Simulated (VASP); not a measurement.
# ZnSe (F-43m) in VASP: single point with HSE06

Aim: the single point of ZnSe with HSE06.

Program: VASP 6.6.1. These are calculated values, not measurements. Logs are shortened: lines on timing, memory, paths and dates and some standing lists are left out, and cuts for length are marked.

### 1 The cell of the first run

Symmetry: F-43m, No. 216, cubic system. Conventional cell: a = 5.668 Å, b = 5.668 Å, c = 5.668 Å, α = 90.00°, β = 90.00°, γ = 90.00°. Within 3.2 Å of Zn (site symmetry -43m) lie 4 Se at 2.45 Å. Se (site symmetry -43m) has 4 Zn at 2.45 Å within 3.2 Å.

### 2 Single point, HSE06

File POSCAR:

```
ZnSe
1.0
    0.0000000000      2.8338000000      2.8338000000
    2.8338000000      0.0000000000      2.8338000000
    2.8338000000      2.8338000000      0.0000000000
Zn Se
1 1
Direct
    0.0000000000      0.0000000000      0.0000000000
    0.2500000000      0.2500000000      0.2500000000
```

File INCAR.step1:

```
SYSTEM = ZnSe
PREC = Accurate
ENCUT = 520
EDIFF = 1E-5
ISMEAR = 0
SIGMA = 0.1
LREAL = .False.
LASPH = .True.
NELM = 100
ALGO = Normal
ISIF = 2
LWAVE = .True.
LCHARG = .False.
GGA = PE
NBANDS = 16
```

File INCAR.step2:

```
SYSTEM = ZnSe
PREC = Accurate
ENCUT = 520
EDIFF = 1E-6
ISMEAR = 0
SIGMA = 0.1
LREAL = .False.
LASPH = .True.
NELM = 100
ALGO = Normal
ISIF = 2
LWAVE = .False.
LCHARG = .False.
GGA = PE
LHFCALC = .True.
HFSCREEN = 0.2079
PRECFOCK = Normal
ISTART = 1
NBANDS = 16
```

File KPOINTS:

```
regular mesh
0
Gamma
  6 6 6
  0 0 0
```

Potentials or basis: VASP PAW PBE potentials, release 64 (Zn, Se).

Launch:

```console
cat potpaw_PBE.64/Zn/POTCAR potpaw_PBE.64/Se/POTCAR > POTCAR
cp INCAR.step1 INCAR
mpirun -np 1 vasp_std > vasp.out
cp INCAR.step2 INCAR
mpirun -np 1 vasp_std > vasp.out
```

OUTCAR:

```text
SYSTEM = ZnSe
   PREC = Accurate
   ENCUT = 520
   EDIFF = 1E-6
   ISMEAR = 0
   LREAL = .False.
   LASPH = .True.
   NELM = 100
   ISIF = 2
   GGA = PE
   LHFCALC = .True.
   HFSCREEN = 0.2079
   PRECFOCK = Normal
   ISTART = 1

 ion  position               nearest neighbor table
   1  0.000  0.000  0.000-   2 2.45   2 2.45   2 2.45   2 2.45
   2  0.250  0.250  0.250-   1 2.45   1 2.45   1 2.45   1 2.45

  LATTYP: Found a face centered cubic cell.
 ALAT       =     5.6676000000

  Lattice vectors:

 A1 = (   0.0000000000,   2.8338000000,   2.8338000000)
 A2 = (   2.8338000000,   0.0000000000,   2.8338000000)
 A3 = (   2.8338000000,   2.8338000000,   0.0000000000)

Analysis of symmetry for initial positions (statically):
=====================================================================
 Subroutine PRICEL returns:
 Original cell was already a primitive cell.

 Routine SETGRP: Setting up the symmetry group for a
 face centered cubic supercell.

 Subroutine GETGRP returns: Found 24 space group operations
 (whereof 24 operations were pure point group operations)
 out of a pool of 48 trial point group operations.

The static configuration has the point symmetry T_d .

Analysis of symmetry for dynamics (positions and initial velocities):
=====================================================================
 Subroutine PRICEL returns:
 Original cell was already a primitive cell.

 Routine SETGRP: Setting up the symmetry group for a
 face centered cubic supercell.

 Subroutine GETGRP returns: Found 24 space group operations
 (whereof 24 operations were pure point group operations)
 out of a pool of 48 trial point group operations.

The dynamic configuration has the point symmetry T_d .

 Subroutine INISYM returns: Found 24 space group operations
 (whereof 24 operations are pure point group operations),
 and found     1 'primitive' translations

----------------------------------------------------------------------------------------

                                     Primitive cell

  volume of cell :      45.5132

  direct lattice vectors                    reciprocal lattice vectors
     0.000000000  2.833800000  2.833800000    -0.176441527  0.176441527  0.176441527
     2.833800000  0.000000000  2.833800000     0.176441527 -0.176441527  0.176441527
     2.833800000  2.833800000  0.000000000     0.176441527  0.176441527 -0.176441527

  length of vectors
     4.007598393  4.007598393  4.007598393     0.305605690  0.305605690  0.305605690

  position of ions in fractional coordinates (direct lattice)
     0.000000000  0.000000000  0.000000000
     0.250000000  0.250000000  0.250000000

  ion indices of the primitive-cell ions
   primitive index   ion index
                 1           1
                 2           2

----------------------------------------------------------------------------------------

 KPOINTS: regular mesh

Automatic generation of k-mesh.
 Grid dimensions read from file:
 generate k-points for:    6    6    6

 Generating k-lattice:

  Cartesian coordinates                     Fractional coordinates (reciprocal lattice)
    -0.029406921  0.029406921  0.029406921     0.166666667  0.000000000  0.000000000
     0.029406921 -0.029406921  0.029406921     0.000000000  0.166666667  0.000000000
     0.029406921  0.029406921 -0.029406921     0.000000000  0.000000000  0.166666667

  Length of vectors
     0.050934282  0.050934282  0.050934282

  Shift w.r.t. Gamma in fractional coordinates (k-lattice)
     0.000000000  0.000000000  0.000000000

 Subroutine IBZKPT returns following result:
 ===========================================

 Found     16 irreducible k-points:

 Following reciprocal coordinates:
            Coordinates               Weight
  0.000000  0.000000  0.000000      1.000000
  0.166667  0.000000  0.000000      8.000000
  0.333333  0.000000  0.000000      8.000000
  0.500000  0.000000  0.000000      4.000000
  0.166667  0.166667  0.000000      6.000000
  0.333333  0.166667  0.000000     24.000000
[... 8 lines left out ...]
 -0.333333  0.333333  0.166667     24.000000
 -0.333333  0.500000  0.166667     12.000000
   k-points           NKPTS =     16   k-points in BZ     NKDIM =    216   number of bands    NBANDS=     16
   number of dos      NEDOS =    301   number of ions     NIONS =      2
   total plane-waves  NPLWV =  27000
   dimension x,y,z NGX =    30 NGY =   30 NGZ =   30
   dimension x,y,z NGXF=    60 NGYF=   60 NGZF=   60
   ions per type =               1   1
   NGX,Y,Z   is equivalent  to a cutoff of  12.44, 12.44, 12.44 a.u.
   NGXF,Y,Z  is equivalent  to a cutoff of  24.89, 24.89, 24.89 a.u.
 SYSTEM =  ZnSe
   PREC   = accura    normal or accurate (medium, high low for compatibility)
   ISTART =      1    job   : 0-new  1-cont  2-samecut
   ICHARG =      0    charge: 1-file 2-atom 10-const
   ISPIN  =      1    spin polarized calculation?
   LNONCOLLINEAR =      F non collinear calculations
   LSORBIT =      F    spin-orbit coupling
   LASPH  =      T    aspherical Exc in radial PAW
   ENCUT  =  520.0 eV  38.22 Ry    6.18 a.u.   7.45  7.45  7.45*2*pi/ulx,y,z
   NELM   =    100;   NELMIN=  2; NELMDL=  0     # of ELM steps
   EDIFF  = 0.1E-05   stopping-criterion for ELM
   LREAL  =      F    real-space projection
   EDIFFG = 0.1E-04   stopping-criterion for IOM
   NSW    =      0    number of steps for IOM
   IBRION =     -1    ionic relax: 0-MD 1-quasi-New 2-CG
   NFREE  =      0    steps in history (QN), initial steepest desc. (CG)
   ISIF   =      2    stress and relaxation
   ISYM   =      3    0-nonsym 1-usesym 2-fastsym
   POTIM  = 0.5000    time-step for ionic-motion
   TEBEG  =    0.0;   TEEND  =   0.0 temperature during run
   PSTRESS=    0.0 pullay stress
   NELECT =      18.0000    total number of electrons
   NUPDOWN=      -1.0000    fix difference up-down
   EMIN   =  10.00;   EMAX   =-10.00  energy-range for DOS
   EFERMI =   0.00;   METHOD = LEGACY
   ISMEAR =     0;   SIGMA  =   0.10  broadening in eV -4-tet -1-fermi 0-gaus
   EFERMI_NEDOS =   21; number of points for ismear=-14 and -15
   IALGO  =     38    algorithm
   IMIX   =      1    mixing-type and parameters
     AMIX     =   0.40;   BMIX     =  1.00
     AMIX_MAG =   1.60;   BMIX_MAG =  1.00
  volume/ion in A,a.u.               =      22.76       153.57
  Fermi-wavevector in a.u.,A,eV,Ry     =   1.201673  2.270834 19.647073  1.444019
  Thomas-Fermi vector in A             =   2.337476
   LORBIT       =      0    0 simple, 1 ext, 2 COOP (PROOUT), +10 PAW based schemes
   GGA     = PE    functional components
   LHFCALC =     T    Hartree Fock is set to
   PRECFOCK=normal    Normal, Fast or Accurate (Low or Medium for compatibility)
   ENCUT4O =  -1.0   cutoff for four orbital integrals eV
   NKREDX  =     1    reduce k-point grid by
   NKREDY  =     1    reduce k-point grid by
   NKREDZ  =     1    reduce k-point grid by
   AEXX    =    0.2500 exact exchange contribution
   HFSCREEN=    0.2079 screening length (either q_TF or 0.3 A-1)
   HFSCREENC=   0.2079 screening length for correlation (either q_TF or 0.3 A-1)
   ENCUTFOCK=  -1.0 apply spherical cutoff to Coloumb kernel
   IVDW    =     0    specifies the selected vdW correction
   LEPSILON=     F    determine dielectric tensor
   LRPA    =     F    only Hartree local field effects (RPA)
 non-spin polarized calculation
 Gauss-broadening in eV      SIGMA  =   0.10
  energy-cutoff  :      520.00
  volume of cell :       45.51
 maximum number of plane-waves:      1243
 NGX is ok and might be reduce to    30
  NGX = 24; NGY = 24; NGZ = 24

 number of electron      18.0000012 magnetization

 Free energy of the ion-electron system (eV)
  ---------------------------------------------------
  ext. energy  EPLUGINS =         0.00000000
  ---------------------------------------------------
  free energy    TOTEN  =        -7.42569103 eV

  energy without entropy =       -7.42569103  energy(sigma->0) =       -7.42569103

 E-fermi :   1.3746     XC(G=0):  -7.7364

 val. band max:        0.9612330950   @ k =   0.0000   0.0000   0.0000
 cond. band min:       3.3659890865   @ k =   0.0000   0.0000   0.0000
 fundamental gap:      2.4047559915
 Fermi energy:         1.3746330738

 k-point     1 :       0.0000    0.0000    0.0000
  band No.  band energies     occupation
      1     -13.4151      2.00000
      2      -7.2149      2.00000
      3      -7.2149      2.00000
      4      -7.2149      2.00000
      5      -6.8856      2.00000
      6      -6.8856      2.00000
[... 8 lines left out ...]
     15      13.6600      0.00000
     16      13.6600      0.00000

 k-point     2 :       0.1667    0.0000    0.0000
  band No.  band energies     occupation
      1     -13.2238      2.00000
      2      -7.1907      2.00000
      3      -7.1907      2.00000
      4      -7.1750      2.00000
      5      -6.8872      2.00000
      6      -6.8872      2.00000
[... 8 lines left out ...]
     15      12.5881      0.00000
     16      13.2807      0.00000

 k-point     3 :       0.3333    0.0000    0.0000
  band No.  band energies     occupation
      1     -12.7971      2.00000
      2      -7.1497      2.00000
      3      -7.1497      2.00000
      4      -6.9750      2.00000
      5      -6.8810      2.00000
      6      -6.8810      2.00000
[... 8 lines left out ...]
     15      13.2545      0.00000
     16      13.2545      0.00000

 k-point     4 :       0.5000    0.0000    0.0000
  band No.  band energies     occupation
      1     -12.5557      2.00000
      2      -7.1344      2.00000
      3      -7.1344      2.00000
      4      -6.8715      2.00000
      5      -6.8715      2.00000
      6      -6.7007      2.00000
[... 8 lines left out ...]
     15      15.4725      0.00000
     16      15.4725      0.00000
[... 172 lines left out ...]
 k-point    14 :       0.5000    0.3333    0.1667
  band No.  band energies     occupation
      1     -12.5031      2.00000
      2      -7.1013      2.00000
      3      -7.0880      2.00000
      4      -6.9697      2.00000
      5      -6.8700      2.00000
      6      -6.7708      2.00000
[... 8 lines left out ...]
     15      15.2729      0.00000
     16      16.7669      0.00000

 k-point    15 :      -0.3333    0.3333    0.1667
  band No.  band energies     occupation
      1     -12.3397      2.00000
      2      -7.0937      2.00000
      3      -7.0640      2.00000
      4      -6.9204      2.00000
      5      -6.8853      2.00000
      6      -6.5971      2.00000
[... 8 lines left out ...]
     15      15.3860      0.00000
     16      16.4736      0.00000

 k-point    16 :      -0.3333    0.5000    0.1667
  band No.  band energies     occupation
      1     -12.2638      2.00000
      2      -7.0818      2.00000
      3      -7.0320      2.00000
      4      -6.9517      2.00000
      5      -6.8708      2.00000
      6      -6.5716      2.00000
[... 8 lines left out ...]
     15      16.2153      0.00000
     16      16.5019      0.00000

------------------------ aborting loop because EDIFF is reached ----------------------------------------

  FORCE on cell =-STRESS in cart. coord.  units (eV):
  Direction    XX          YY          ZZ          XY          YZ          ZX
  --------------------------------------------------------------------------------------
  -------------------------------------------------------------------------------------
  Total        0.3250500      0.3250500      0.3250500     -0.0000000      0.0000000      0.0000000
  in kB       11.4425604     11.4425604     11.4425604     -0.0000000      0.0000000      0.0000000
  external PRESSURE =      11.4425604 kB  Pullay stress =       0.0000000 kB

 VOLUME and BASIS-vectors are now :
 -----------------------------------------------------------------------------
  energy-cutoff  :      520.00
  volume of cell :       45.51
      direct lattice vectors                 reciprocal lattice vectors
     0.000000000  2.833800000  2.833800000    -0.176441527  0.176441527  0.176441527
     2.833800000  0.000000000  2.833800000     0.176441527 -0.176441527  0.176441527
     2.833800000  2.833800000  0.000000000     0.176441527  0.176441527 -0.176441527

 POSITION                                       TOTAL-FORCE (eV/Angst)
 -----------------------------------------------------------------------------------
      0.00000      0.00000      0.00000         0.000000      0.000000      0.000000
      1.41690      1.41690      1.41690        -0.000000     -0.000000     -0.000000
 -----------------------------------------------------------------------------------
    total drift:                                0.000108      0.000084      0.000066

  FREE ENERGIE OF THE ION-ELECTRON SYSTEM (eV)
  ---------------------------------------------------
  free  energy   TOTEN  =        -7.4256910270 eV

  energy  without entropy=       -7.4256910269  energy(sigma->0) =       -7.42569103
```

It took 83 min on 1 thread of Intel Xeon 8259CL, shared host; peak memory 0.3 GiB.

Results:

| Item | Value |
| --- | --- |
| Free energy | -7.4257 eV |
| Pressure | 1.1 GPa |
| Band gap on the k mesh | 2.40 eV |

Caveat: the PAW data sets were made with another functional, which shifts forces and pressure a little.
